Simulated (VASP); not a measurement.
# Pd (Im-3m) in VASP: notebook

Runs on Pd. Level: PBEsol. Tasks: relaxation of cell and atoms.

Everything below comes from runs of VASP 6.6.1. Logs are shortened: lines on timing, memory, paths and dates and some standing lists are left out, and cuts for length are marked.

### Step 1. The cell of the first run

Symmetry: Im-3m, No. 229, cubic system. Conventional cell: a = 3.090 Å, b = 3.090 Å, c = 3.090 Å, α = 90.00°, β = 90.00°, γ = 90.00°. Within 3.5 Å of Pd (site symmetry m-3m) lie 14 Pd at 2.68 to 3.09 Å.

### Step 2. Relaxation of cell and atoms, PBEsol, target pressure 30 GPa, at which the enthalpy is minimised

Contents of INCAR:

```
PREC = Accurate ; ENCUT = 500
EDIFF = 1E-7 ; ISMEAR = -1
SIGMA = 0.05 ; LREAL = False
LASPH = True ; NELM = 120
ALGO = Normal ; ISIF = 3
LWAVE = False ; LCHARG = False
GGA = PS ; IBRION = 2
NSW = 80 ; EDIFFG = -0.02
PSTRESS = 300.0 ; GGA_COMPAT = False
NELMIN = 4
```

Contents of KPOINTS:

```
Automatic mesh
0
Gamma
  11 11 11
```

Contents of POSCAR:

```
Pd
1.0
    1.5450000000      1.5450000000      1.5450000000
   -1.5450000000      1.5450000000      1.5450000000
   -1.5450000000     -1.5450000000      1.5450000000
Pd
1
Direct
    0.0000000000      0.0000000000      0.0000000000
```

Potentials or basis: VASP PAW PBE potentials, release 64 (Pd).

On the command line:

```bash
$ cat potpaw_PBE.64/Pd/POTCAR > POTCAR
$ mpirun -np 1 vasp_std > vasp.out
```

OUTCAR:

```text
PREC = Accurate
   ENCUT = 500
   EDIFF = 1E-7
   ISMEAR = -1
   LREAL = False
   LASPH = True
   NELM = 120
   ISIF = 3
   GGA = PS
   IBRION = 2
   NSW = 80
   EDIFFG = -0.02
   PSTRESS = 300.0
   NELMIN = 4

 ion  position               nearest neighbor table
   1  0.000  0.000  0.000-

  LATTYP: Found a body centered cubic cell.
 ALAT       =     3.0900000000

  Lattice vectors:

 A1 = (   1.5450000000,  -1.5450000000,  -1.5450000000)
 A2 = (   1.5450000000,   1.5450000000,   1.5450000000)
 A3 = (  -1.5450000000,  -1.5450000000,   1.5450000000)

Analysis of symmetry for initial positions (statically):
=====================================================================
 Subroutine PRICEL returns:
 Original cell was already a primitive cell.

 Routine SETGRP: Setting up the symmetry group for a
 body centered cubic supercell.

 Subroutine GETGRP returns: Found 48 space group operations
 (whereof 48 operations were pure point group operations)
 out of a pool of 48 trial point group operations.

The static configuration has the point symmetry O_h .

Analysis of symmetry for dynamics (positions and initial velocities):
=====================================================================
 Subroutine PRICEL returns:
 Original cell was already a primitive cell.

 Routine SETGRP: Setting up the symmetry group for a
 body centered cubic supercell.

 Subroutine GETGRP returns: Found 48 space group operations
 (whereof 48 operations were pure point group operations)
 out of a pool of 48 trial point group operations.

The dynamic configuration has the point symmetry O_h .

 Subroutine INISYM returns: Found 48 space group operations
 (whereof 48 operations are pure point group operations),
 and found     1 'primitive' translations

----------------------------------------------------------------------------------------

                                     Primitive cell

  volume of cell :      14.7518

  direct lattice vectors                    reciprocal lattice vectors
     1.545000000  1.545000000  1.545000000     0.323624595  0.000000000  0.323624595
    -1.545000000  1.545000000  1.545000000    -0.323624595  0.323624595  0.000000000
    -1.545000000 -1.545000000  1.545000000     0.000000000 -0.323624595  0.323624595

  length of vectors
     2.676018498  2.676018498  2.676018498     0.457674292  0.457674292  0.457674292

  position of ions in fractional coordinates (direct lattice)
     0.000000000  0.000000000  0.000000000

  ion indices of the primitive-cell ions
   primitive index   ion index
                 1           1

----------------------------------------------------------------------------------------

 KPOINTS: Automatic mesh

Automatic generation of k-mesh.
 Grid dimensions read from file:
 generate k-points for:   11   11   11

 Generating k-lattice:

  Cartesian coordinates                     Fractional coordinates (reciprocal lattice)
     0.029420418  0.000000000  0.029420418     0.090909091  0.000000000  0.000000000
    -0.029420418  0.029420418  0.000000000     0.000000000  0.090909091  0.000000000
     0.000000000 -0.029420418  0.029420418     0.000000000  0.000000000  0.090909091

  Length of vectors
     0.041606754  0.041606754  0.041606754

  Shift w.r.t. Gamma in fractional coordinates (k-lattice)
     0.000000000  0.000000000  0.000000000

 Subroutine IBZKPT returns following result:
 ===========================================

 Found     56 irreducible k-points:

 Following reciprocal coordinates:
            Coordinates               Weight
  0.000000  0.000000  0.000000      1.000000
  0.090909  0.000000  0.000000     12.000000
  0.181818  0.000000  0.000000     12.000000
  0.272727  0.000000  0.000000     12.000000
  0.363636  0.000000  0.000000     12.000000
  0.454545  0.000000  0.000000     12.000000
[... 16 lines left out ...]
  0.363636  0.181818  0.090909     48.000000
  0.454545  0.181818  0.090909     48.000000
 [... further k-points ...]
   k-points           NKPTS =     56   k-points in BZ     NKDIM =     56   number of bands    NBANDS=      9
   number of dos      NEDOS =    301   number of ions     NIONS =      1
   total plane-waves  NPLWV =   8000
   dimension x,y,z NGX =    20 NGY =   20 NGZ =   20
   dimension x,y,z NGXF=    40 NGYF=   40 NGZF=   40
   ions per type =               1
   NGX,Y,Z   is equivalent  to a cutoff of  12.42, 12.42, 12.42 a.u.
   NGXF,Y,Z  is equivalent  to a cutoff of  24.85, 24.85, 24.85 a.u.
 SYSTEM =  unknown system
   PREC   = accura    normal or accurate (medium, high low for compatibility)
   ISTART =      0    job   : 0-new  1-cont  2-samecut
   ICHARG =      2    charge: 1-file 2-atom 10-const
   ISPIN  =      1    spin polarized calculation?
   LNONCOLLINEAR =      F non collinear calculations
   LSORBIT =      F    spin-orbit coupling
   LASPH  =      T    aspherical Exc in radial PAW
   ENCUT  =  500.0 eV  36.75 Ry    6.06 a.u.   4.88  4.88  4.88*2*pi/ulx,y,z
   NELM   =    120;   NELMIN=  4; NELMDL= -5     # of ELM steps
   EDIFF  = 0.1E-06   stopping-criterion for ELM
   LREAL  =      F    real-space projection
   EDIFFG = -.2E-01   stopping-criterion for IOM
   NSW    =     80    number of steps for IOM
   IBRION =      2    ionic relax: 0-MD 1-quasi-New 2-CG
   NFREE  =      1    steps in history (QN), initial steepest desc. (CG)
   ISIF   =      3    stress and relaxation
   ISYM   =      2    0-nonsym 1-usesym 2-fastsym
   POTIM  = 0.5000    time-step for ionic-motion
   TEBEG  =    0.0;   TEEND  =   0.0 temperature during run
   PSTRESS=  300.0 pullay stress
   NELECT =      10.0000    total number of electrons
   NUPDOWN=      -1.0000    fix difference up-down
   EMIN   =  10.00;   EMAX   =-10.00  energy-range for DOS
   EFERMI =   0.00;   METHOD = LEGACY
   ISMEAR =    -1;   SIGMA  =   0.05  broadening in eV -4-tet -1-fermi 0-gaus
   EFERMI_NEDOS =   21; number of points for ismear=-14 and -15
   IALGO  =     38    algorithm
   IMIX   =      4    mixing-type and parameters
     AMIX     =   0.40;   BMIX     =  1.00
     AMIX_MAG =   1.60;   BMIX_MAG =  1.00
  volume/ion in A,a.u.               =      14.75        99.55
  Fermi-wavevector in a.u.,A,eV,Ry     =   1.438113  2.717640 28.139148  2.068169
  Thomas-Fermi vector in A             =   2.557116
   LORBIT       =      0    0 simple, 1 ext, 2 COOP (PROOUT), +10 PAW based schemes
   GGA     = PS    functional components
   LHFCALC =     F    Hartree Fock is set to
   AEXX    =    0.0000 exact exchange contribution
   IVDW    =     0    specifies the selected vdW correction
   LEPSILON=     F    determine dielectric tensor
   LRPA    =     F    only Hartree local field effects (RPA)
 conjugate gradient relaxation of ions
 non-spin polarized calculation
  energy-cutoff  :      500.00
  volume of cell :       14.75
 maximum number of plane-waves:       384
   NGX =  9   NGY =  9   NGZ =  9

--------------------------------------- Ionic step        1  -------------------------------------------

 number of electron      10.0000000 magnetization

 Free energy of the ion-electron system (eV)
  ---------------------------------------------------
  ext. energy  EPLUGINS =         0.00000000
  ---------------------------------------------------
  free energy    TOTEN  =        -5.90197966 eV

  energy without entropy =       -5.88876790  energy(sigma->0) =       -5.89537378

 E-fermi :   9.6019     XC(G=0): -13.3737

 val. band max:        9.5948594725   @ k =  -0.4545   0.0909   0.0000
 cond. band min:       9.6410372156   @ k =   0.0909   0.3636   0.0909
 fundamental gap:      0.0461777431
 Fermi energy:         9.6018705072

 k-point     1 :       0.0000    0.0000    0.0000
  band No.  band energies     occupation
      1       2.3869      2.00000
      2       6.6447      2.00000
      3       6.6447      2.00000
      4       6.6447      2.00000
      5       8.6662      2.00000
      6       8.6662      2.00000
      7      28.9401      0.00000
      8      28.9401      0.00000
      9      28.9401      0.00000

 k-point     2 :       0.0909    0.0000    0.0000
  band No.  band energies     occupation
      1       2.7011      2.00000
      2       6.5372      2.00000
      3       6.6472      2.00000
      4       6.8713      2.00000
      5       8.5451      2.00000
      6       8.6746      2.00000
      7      28.7365      0.00000
      8      28.9665      0.00000
      9      29.3252      0.00000

 k-point     3 :       0.1818    0.0000    0.0000
  band No.  band energies     occupation
      1       3.5322      2.00000
      2       6.2596      2.00000
      3       6.6683      2.00000
      4       7.5150      2.00000
      5       8.3564      2.00000
      6       8.7058      2.00000
      7      27.3056      0.00000
      8      28.4338      0.00000
      9      30.3747      0.00000
[... 376 lines left out ...]
 VOLUME and BASIS-vectors are now :
 -----------------------------------------------------------------------------
  energy-cutoff  :      500.00
  volume of cell :       13.18
      direct lattice vectors                 reciprocal lattice vectors
     1.488196986  1.488196986  1.488196986     0.335977028  0.000000000  0.335977028
    -1.488196986  1.488196986  1.488196986    -0.335977028  0.335977028  0.000000000
    -1.488196986 -1.488196986  1.488196986     0.000000000 -0.335977028  0.335977028

 POSITION                                       TOTAL-FORCE (eV/Angst)
 -----------------------------------------------------------------------------------
     -0.00000      0.00000      0.00000         0.000000     -0.000000     -0.000000
 -----------------------------------------------------------------------------------
    total drift:                               -0.000000      0.000000      0.000000

  FREE ENERGIE OF THE ION-ELECTRON SYSTEM (eV)
  ---------------------------------------------------
  free  energy   TOTEN  =        -5.7870414302 eV

  energy  without entropy=       -5.7747101262  energy(sigma->0) =       -5.78087578

  enthalpy is  TOTEN    =        -3.3184346039 eV   P V=        2.4686068262

--------------------------------------- Ionic step        5  -------------------------------------------

 number of electron      10.0000004 magnetization

 Free energy of the ion-electron system (eV)
  ---------------------------------------------------
  ext. energy  EPLUGINS =         0.00000000
  ---------------------------------------------------
  free energy    TOTEN  =        -5.77320041 eV

  energy without entropy =       -5.76091155  energy(sigma->0) =       -5.76705598

 E-fermi :  11.7200     XC(G=0): -14.1198

 val. band max:       11.7001225162   @ k =   0.4545   0.3636   0.2727
 cond. band min:      11.7475556991   @ k =   0.0909   0.3636   0.0909
 fundamental gap:      0.0474331829
 Fermi energy:        11.7199691245

 k-point     1 :       0.0000    0.0000    0.0000
  band No.  band energies     occupation
      1       3.5622      2.00000
      2       8.1807      2.00000
      3       8.1807      2.00000
      4       8.1807      2.00000
      5      10.5890      2.00000
      6      10.5890      2.00000
      7      31.2506      0.00000
      8      31.2506      0.00000
      9      31.2506      0.00000

 k-point     2 :       0.0909    0.0000    0.0000
  band No.  band energies     occupation
      1       3.9111      2.00000
      2       8.0487      2.00000
      3       8.1807      2.00000
      4       8.4510      2.00000
      5      10.4356      2.00000
      6      10.5990      2.00000
      7      31.2416      0.00000
      8      31.3352      0.00000
      9      31.7286      0.00000

 k-point     3 :       0.1818    0.0000    0.0000
  band No.  band energies     occupation
      1       4.8152      2.00000
      2       7.7098      2.00000
      3       8.1988      2.00000
      4       9.2209      2.00000
      5      10.2049      2.00000
      6      10.6384      2.00000
      7      30.3041      0.00000
      8      30.9652      0.00000
      9      33.0489      0.00000
[... 265 lines left out ...]
 VOLUME and BASIS-vectors are now :
 -----------------------------------------------------------------------------
  energy-cutoff  :      500.00
  volume of cell :       13.11
      direct lattice vectors                 reciprocal lattice vectors
     1.485314119  1.485314119  1.485314119     0.336629130  0.000000000  0.336629130
    -1.485314119  1.485314119  1.485314119    -0.336629130  0.336629130  0.000000000
    -1.485314119 -1.485314119  1.485314119     0.000000000 -0.336629130  0.336629130

 POSITION                                       TOTAL-FORCE (eV/Angst)
 -----------------------------------------------------------------------------------
     -0.00000      0.00000      0.00000         0.000000      0.000000      0.000000
 -----------------------------------------------------------------------------------
    total drift:                               -0.000000      0.000000      0.000000

  FREE ENERGIE OF THE ION-ELECTRON SYSTEM (eV)
  ---------------------------------------------------
  free  energy   TOTEN  =        -5.7732004054 eV

  energy  without entropy=       -5.7609115515  energy(sigma->0) =       -5.76705598

  enthalpy is  TOTEN    =        -3.3189120199 eV   P V=        2.4542883855

 reached required accuracy - stopping structural energy minimisation
```

It took 36 s on 1 thread of Intel Xeon 8259CL, shared host; peak memory 0.14 GiB.

Results:

- Free energy: -5.7732 eV
- Relaxed volume: 13.11 Å³/atom
- Relaxed cell: a = 2.573 Å, b = 2.573 Å, c = 2.573 Å, α = 70.53°, β = 109.47°, γ = 70.53°
- Space group after relaxing (to 0.05 Å): Im-3m (No. 229)
- Energy change on relaxing (the enthalpy is what falls): +128.8 meV/atom
- Ionic steps: 5
- Pressure after relaxing: 30.0 GPa
- Band gap on the k mesh: zero (band 5 reaches 12.42 eV, above the bottom of band 6 at 10.45 eV)

The path:
```tsv
step	energy change (eV)	largest force (eV/Å)	pressure (GPa)	volume (Å³)
1	0.0000	0.0000	-1.20	14.75
2	2.9128	0.0000	278.73	9.43
3	0.0956	0.0000	25.08	13.30
4	0.1149	0.0000	28.02	13.18
5	0.1288	0.0000	29.97	13.11
```

Final structure:
```cif
data_structure
_symmetry_space_group_name_H-M 'P 1'
_symmetry_Int_Tables_number 1
_cell_length_a 2.5726
_cell_length_b 2.5726
_cell_length_c 2.5726
_cell_angle_alpha 70.529
_cell_angle_beta 109.471
_cell_angle_gamma 70.529
_cell_volume 13.11
loop_
_atom_site_label
_atom_site_type_symbol
_atom_site_fract_x
_atom_site_fract_y
_atom_site_fract_z
_atom_site_occupancy
Pd1 Pd 0.00000 0.00000 0.00000 1
```

Levels at points of the mesh, in eV from the Fermi level:
```
           k point  band 1  band 2  band 3  band 4  band 5  band 6  band 7  band 8  band 9
(0.00, 0.00, 0.00)   -8.16   -3.54   -3.54   -3.54   -1.13   -1.13   19.53   19.53   19.53
```

Caveat: the cell is relaxed towards a set pressure, so the enthalpy falls and the energy may rise; the PAW data sets were made with another functional, which shifts forces and pressure a little.

### Step 3. Relaxation of cell and atoms, PBEsol, target pressure 45 GPa, at which the enthalpy is minimised

Contents of INCAR:

```
SYSTEM = Pd
PREC = Accurate ; ENCUT = 500
EDIFF = 1E-7 ; ISMEAR = -1
SIGMA = 0.05 ; LREAL = .FALSE.
LASPH = .TRUE. ; NELM = 120
ALGO = Normal ; ISIF = 3
LWAVE = .FALSE. ; LCHARG = .FALSE.
GGA = PS ; IBRION = 2
NSW = 80 ; EDIFFG = -0.02
PSTRESS = 450.0 ; GGA_COMPAT = .FALSE.
NELMIN = 4
```

Contents of KPOINTS:

```
Automatic mesh
0
G
  11 11 11
  0 0 0
```

POSCAR is that of step 2.

Potentials or basis: VASP PAW PBE potentials, release 64 (Pd).

On the command line:

```bash
$ cat potpaw_PBE.64/Pd/POTCAR > POTCAR
$ mpirun -np 1 vasp_std > vasp.out
```

Run time: 31 s. Hardware: 1 thread of Intel Xeon 8259CL, shared host; peak memory 0.14 GiB.

The run converged. Its results:

| Item | Value |
| --- | --- |
| Free energy | -5.6542 eV |
| Relaxed volume | 12.60 Å³/atom |
| Relaxed cell | a = 2.539 Å, b = 2.539 Å, c = 2.539 Å, α = 70.53°, β = 109.47°, γ = 70.53° |
| Space group after relaxing (to 0.05 Å) | Im-3m (No. 229) |
| Energy change on relaxing (the enthalpy is what falls) | +247.8 meV/atom |
| Ionic steps | 5 |
| Pressure after relaxing | 45.2 GPa |
| Band gap on the k mesh | zero (band 5 reaches 13.21 eV, above the bottom of band 6 at 11.14 eV) |

Step by step:
```
step  energy change (eV)  largest force (eV/Å)  pressure (GPa)  volume (Å³)
   1              0.0000                0.0000           -1.20        14.75
   2              9.0079                0.0000          768.96         7.41
   3              0.1417                0.0000           31.82        13.04
   4              0.1867                0.0000           37.78        12.83
   5              0.2478                0.0000           45.24        12.60
```

Final structure:
```
Pd
1.0
     1.46577    1.46577    1.46577
    -1.46577    1.46577    1.46577
    -1.46577   -1.46577    1.46577
Pd
1
Direct
  0.00000 0.00000 0.00000
```

Levels at points of the mesh, in eV from the Fermi level:
| k point | band 2 | band 3 | band 4 | band 5 | band 6 | band 7 | band 8 | band 9 |
| --- | --- | --- | --- | --- | --- | --- | --- | --- |
| (0.00, 0.00, 0.00) | -3.76 | -3.76 | -3.76 | -1.21 | -1.21 | 19.56 | 19.56 | 25.68 |

Caveat: the cell is relaxed towards a set pressure, so the enthalpy falls and the energy may rise; the PAW data sets were made with another functional, which shifts forces and pressure a little.
